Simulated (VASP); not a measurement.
# CuI (I-4m2) in VASP: a series of runs

The runs below take CuI through single point, with r2SCAN.

Everything below comes from runs of VASP 6.6.1. Logs are shortened: lines on timing, memory, paths and dates and some standing lists are left out, and cuts for length are marked.

### Step 1. The cell of the first run

The structure is tetragonal, space group I-4m2 (No. 119). The conventional cell has a = 4.657 Å, b = 4.657 Å, c = 5.137 Å, α = 90.00°, β = 90.00°, γ = 90.00°. Cu (site symmetry -4m2) has 4 I at 2.66 Å within 3.5 Å. I (site symmetry -4m2) has 4 Cu at 2.66 Å within 3.5 Å.

### Step 2. Single point, r2SCAN

Contents of POSCAR:

```
CuI
1.0
    0.0000000000      3.2932601449      2.5687429130
    3.2932601449      0.0000000000      2.5687429130
    3.2932601449      3.2932601449      0.0000000000
Cu I
1 1
Direct
    0.7500000000      0.7500000000      0.7500000000
    0.0000000000      0.0000000000      0.0000000000
```

Contents of INCAR.step1:

```
SYSTEM = CuI
ALGO = Normal
EDIFF = 1E-4
ENCUT = 520
GGA = PE
ISMEAR = 0
LASPH = .TRUE.
LCHARG = .FALSE.
LREAL = .FALSE.
LWAVE = .TRUE.
NBANDS = 16
NELM = 100
PREC = Accurate
SIGMA = 0.05
```

Contents of INCAR.step2:

```
SYSTEM = CuI
ALGO = Normal
EDIFF = 1E-7
ENCUT = 520
ISIF = 2
ISMEAR = 0
ISTART = 1
LASPH = .TRUE.
LCHARG = .FALSE.
LMIXTAU = .TRUE.
LREAL = .FALSE.
LWAVE = .FALSE.
METAGGA = R2SCAN
NBANDS = 16
NELM = 100
PREC = Accurate
SIGMA = 0.05
```

Contents of KPOINTS:

```
k-points
0
G
  8 8 8
  0 0 0
```

Potentials or basis: VASP PAW PBE potentials, release 64 (Cu, I).

Command:

```bash
cat potpaw_PBE.64/Cu/POTCAR potpaw_PBE.64/I/POTCAR > POTCAR
cp INCAR.step1 INCAR
mpirun -np 1 vasp_std > vasp.out
cp INCAR.step2 INCAR
mpirun -np 1 vasp_std > vasp.out
```

OUTCAR:

```text
SYSTEM = CuI
   EDIFF = 1E-7
   ENCUT = 520
   ISIF = 2
   ISMEAR = 0
   ISTART = 1
   LASPH = .TRUE.
   LREAL = .FALSE.
   METAGGA = R2SCAN
   NELM = 100
   PREC = Accurate

 ion  position               nearest neighbor table
   1  0.750  0.750  0.750-   2 2.66   2 2.66   2 2.66   2 2.66
   2  0.000  0.000  0.000-   1 2.66   1 2.66   1 2.66   1 2.66

  LATTYP: Found a body centered tetragonal cell.
 ALAT       =     4.6573731613
 C/A-ratio  =     1.1030865786

  Lattice vectors:

 A1 = (   0.0000000000,  -3.2932601449,  -2.5687429130)
 A2 = (   0.0000000000,   3.2932601449,  -2.5687429130)
 A3 = (   3.2932601449,   0.0000000000,   2.5687429130)

Analysis of symmetry for initial positions (statically):
=====================================================================
 Subroutine PRICEL returns:
 Original cell was already a primitive cell.

 Routine SETGRP: Setting up the symmetry group for a
 body centered tetragonal supercell.

 Subroutine GETGRP returns: Found  8 space group operations
 (whereof  8 operations were pure point group operations)
 out of a pool of 16 trial point group operations.

The static configuration has the point symmetry D_2d.

Analysis of symmetry for dynamics (positions and initial velocities):
=====================================================================
 Subroutine PRICEL returns:
 Original cell was already a primitive cell.

 Routine SETGRP: Setting up the symmetry group for a
 body centered tetragonal supercell.

 Subroutine GETGRP returns: Found  8 space group operations
 (whereof  8 operations were pure point group operations)
 out of a pool of 16 trial point group operations.

The dynamic configuration has the point symmetry D_2d.

 Subroutine INISYM returns: Found  8 space group operations
 (whereof  8 operations are pure point group operations),
 and found     1 'primitive' translations

----------------------------------------------------------------------------------------

                                     Primitive cell

  volume of cell :      55.7189

  direct lattice vectors                    reciprocal lattice vectors
     0.000000000  3.293260145  2.568742913    -0.151825236  0.151825236  0.194647739
     3.293260145  0.000000000  2.568742913     0.151825236 -0.151825236  0.194647739
     3.293260145  3.293260145  0.000000000     0.151825236  0.151825236 -0.194647739

  length of vectors
     4.176601793  4.176601793  4.657373161     0.289809501  0.289809501  0.289809501
[... 75 lines left out ...]
   ISPIN  =      1    spin polarized calculation?
   LNONCOLLINEAR =      F non collinear calculations
   LSORBIT =      F    spin-orbit coupling
   LASPH  =      T    aspherical Exc in radial PAW
   ENCUT  =  520.0 eV  38.22 Ry    6.18 a.u.   7.77  7.77  8.66*2*pi/ulx,y,z
   NELM   =    100;   NELMIN=  2; NELMDL=  0     # of ELM steps
   EDIFF  = 0.1E-06   stopping-criterion for ELM
   LREAL  =      F    real-space projection
   EDIFFG = 0.1E-05   stopping-criterion for IOM
   NSW    =      0    number of steps for IOM
   IBRION =     -1    ionic relax: 0-MD 1-quasi-New 2-CG
   NFREE  =      0    steps in history (QN), initial steepest desc. (CG)
   ISIF   =      2    stress and relaxation
   ISYM   =      2    0-nonsym 1-usesym 2-fastsym
   POTIM  = 0.5000    time-step for ionic-motion
   TEBEG  =    0.0;   TEEND  =   0.0 temperature during run
   PSTRESS=    0.0 pullay stress
   NELECT =      18.0000    total number of electrons
   NUPDOWN=      -1.0000    fix difference up-down
   EMIN   =  10.00;   EMAX   =-10.00  energy-range for DOS
   EFERMI =   0.00;   METHOD = LEGACY
   ISMEAR =     0;   SIGMA  =   0.05  broadening in eV -4-tet -1-fermi 0-gaus
   EFERMI_NEDOS =   21; number of points for ismear=-14 and -15
   IALGO  =     38    algorithm
   IMIX   =      4    mixing-type and parameters
     AMIX     =   0.40;   BMIX     =  1.00
     AMIX_MAG =   1.60;   BMIX_MAG =  1.00
  volume/ion in A,a.u.               =      27.86       188.00
  Fermi-wavevector in a.u.,A,eV,Ry     =   1.123306  2.122741 17.168055  1.261816
  Thomas-Fermi vector in A             =   2.259971
   LORBIT       =      0    0 simple, 1 ext, 2 COOP (PROOUT), +10 PAW based schemes
   METAGGA = R2SCAN    functional components
   LHFCALC =     F    Hartree Fock is set to
   AEXX    =    0.0000 exact exchange contribution
   IVDW    =     0    specifies the selected vdW correction
   LEPSILON=     F    determine dielectric tensor
   LRPA    =     F    only Hartree local field effects (RPA)
 non-spin polarized calculation
 Gauss-broadening in eV      SIGMA  =   0.05
  energy-cutoff  :      520.00
  volume of cell :       55.72
 maximum number of plane-waves:      1514
   NGX = 15   NGY = 15   NGZ = 17

 number of electron      17.9999995 magnetization

 Free energy of the ion-electron system (eV)
  ---------------------------------------------------
  ext. energy  EPLUGINS =         0.00000000
  ---------------------------------------------------
  free energy    TOTEN  =       -35.69201576 eV

  energy without entropy =      -35.69201576  energy(sigma->0) =      -35.69201576

 E-fermi :   4.4532     XC(G=0):  -9.4753

 val. band max:        4.2237549511   @ k =   0.0000   0.0000   0.0000
 cond. band min:       5.7305484545   @ k =   0.0000   0.0000   0.0000
 fundamental gap:      1.5067935034
 Fermi energy:         4.4531671834

 k-point     1 :       0.0000    0.0000    0.0000
  band No.  band energies     occupation
      1     -10.1825      2.00000
      2       0.5978      2.00000
      3       0.5978      2.00000
      4       0.7879      2.00000
      5       2.3958      2.00000
      6       2.5367      2.00000
[... 433 lines left out ...]
      3       0.3062      2.00000
      4       0.8328      2.00000
      5       2.4327      2.00000
      6       2.5125      2.00000
[... 8 lines left out ...]
     15      14.2578      0.00000
     16      15.6675      0.00000

 [... further k-points ...]
[... 5 lines left out ...]
  --------------------------------------------------------------------------------------
  -------------------------------------------------------------------------------------
  Total       -0.8714747     -0.8714747      0.1920179      0.0000000      0.0000000     -0.0000000
  in kB      -25.0589369    -25.0589369      5.5214052      0.0000000      0.0000000     -0.0000000
  external PRESSURE =     -14.8654895 kB  Pullay stress =       0.0000000 kB

 VOLUME and BASIS-vectors are now :
 -----------------------------------------------------------------------------
  energy-cutoff  :      520.00
  volume of cell :       55.72
      direct lattice vectors                 reciprocal lattice vectors
     0.000000000  3.293260145  2.568742913    -0.151825236  0.151825236  0.194647739
     3.293260145  0.000000000  2.568742913     0.151825236 -0.151825236  0.194647739
     3.293260145  3.293260145  0.000000000     0.151825236  0.151825236 -0.194647739

 POSITION                                       TOTAL-FORCE (eV/Angst)
 -----------------------------------------------------------------------------------
      4.93989      4.93989      3.85311        -0.000000     -0.000000     -0.000000
      0.00000      0.00000      0.00000         0.000000      0.000000      0.000000
 -----------------------------------------------------------------------------------
    total drift:                                0.000451      0.000451      0.001145

  FREE ENERGIE OF THE ION-ELECTRON SYSTEM (eV)
  ---------------------------------------------------
  free  energy   TOTEN  =       -35.6920157637 eV

  energy  without entropy=      -35.6920157637  energy(sigma->0) =      -35.69201576
```

Run time: 2.2 min. Hardware: 1 thread of Intel Xeon Platinum 8559C (Emerald Rapids), shared host; peak memory 0.22 GiB.

Results:

```yaml
Free_energy: -35.6920 eV
Pressure: -1.5 GPa
Band_gap_on_the_k_mesh: 1.51 eV, direct
```

Stress tensor (GPa, compression positive):
```
-2.51  0.00  0.00
 0.00 -2.51  0.00
 0.00  0.00  0.55
```

Levels at points of the mesh, in eV from the valence-band top:
```tsv
k point	band 6	band 7	band 8	band 9	band 10	band 11	band 12	band 13
(0.00, 0.00, 0.00)	-1.69	-0.22	-0.22	0.00	1.51	5.58	5.58	5.84
(0.50, 0.00, 0.00)	-1.68	-1.65	-0.86	-0.55	2.17	5.03	7.18	8.23
(0.50, 0.50, 0.00)	-1.59	-1.51	-1.46	-1.46	1.98	2.57	10.25	10.25
(0.50, 0.00, 0.50)	-1.79	-1.58	-1.56	-1.04	3.41	4.07	8.63	8.77
```

Caveat: the PAW data sets were made with another functional, which shifts forces and pressure a little; spin-orbit coupling is left out, which moves the levels of the heavy elements.

### Step 3. Single point, r2SCAN

This run uses another cell than the first one, of the same volume but with other edges.

Contents of POSCAR:

```
CuI
1.0
    0.0000000000      2.7776431815      3.6109361360
    2.7776431815      0.0000000000      3.6109361360
    2.7776431815      2.7776431815      0.0000000000
Cu I
1 1
Direct
    0.7500000000      0.7500000000      0.7500000000
    0.0000000000      0.0000000000      0.0000000000
```

Contents of INCAR.step1:

```
SYSTEM = CuI
  PREC = Accurate
  ENCUT = 520
  ISMEAR = 0
  SIGMA = 0.05
  LREAL = .False.
  LASPH = .True.
  NELM = 60
  NBANDS = 16
  GGA = PE
  ALGO = Normal
  EDIFF = 1E-4
  LWAVE = .True.
  LCHARG = .False.
```

Contents of INCAR.step2:

```
SYSTEM = CuI
  PREC = Accurate
  ENCUT = 520
  EDIFF = 1E-7
  ISMEAR = 0
  SIGMA = 0.05
  LREAL = .False.
  LASPH = .True.
  NELM = 60
  ALGO = Normal
  ISIF = 2
  LWAVE = .False.
  LCHARG = .False.
  METAGGA = R2SCAN
  LMIXTAU = .True.
  NBANDS = 16
  ISTART = 1
```

Contents of KPOINTS:

```
Automatic mesh
0
Gamma
  8 8 8
  0 0 0
```

Potentials or basis: VASP PAW PBE potentials, release 64 (Cu, I).

Command:

```bash
cat potpaw_PBE.64/Cu/POTCAR potpaw_PBE.64/I/POTCAR > POTCAR
cp INCAR.step1 INCAR
mpirun -np 1 vasp_std > vasp.out
cp INCAR.step2 INCAR
mpirun -np 1 vasp_std > vasp.out
```

It took 2.4 min on 1 thread of Intel Xeon Platinum 8559C (Emerald Rapids), shared host; peak memory 0.23 GiB.

It converged, with:

```
Free energy            : -35.6010 eV
Pressure               : -1.2 GPa
Band gap on the k mesh : 1.27 eV, direct
```

Stress tensor (GPa, compression positive):
```
 1.16  0.00  0.00
 0.00  1.16  0.00
 0.00  0.00 -5.90
```

Levels at points of the mesh, in eV from the valence-band top:
| k point | band 5 | band 6 | band 7 | band 8 | band 9 | band 10 | band 11 | band 12 | band 13 | band 14 |
| --- | --- | --- | --- | --- | --- | --- | --- | --- | --- | --- |
| (0.00, 0.00, 0.00) | -1.97 | -1.73 | -0.72 | 0.00 | 0.00 | 1.27 | 5.37 | 5.74 | 5.74 | 7.27 |
| (0.50, 0.00, 0.00) | -1.88 | -1.81 | -1.66 | -0.98 | -0.53 | 1.88 | 5.77 | 6.91 | 7.78 | 9.25 |
| (0.50, 0.50, 0.00) | -2.01 | -1.91 | -1.71 | -1.48 | -1.48 | 3.89 | 4.42 | 7.99 | 10.42 | 10.42 |
| (0.50, 0.00, 0.50) | -1.89 | -1.79 | -1.62 | -1.49 | -1.26 | 2.61 | 2.67 | 8.24 | 8.60 | 9.29 |

Caveat: the PAW data sets were made with another functional, which shifts forces and pressure a little; spin-orbit coupling is left out, which moves the levels of the heavy elements.
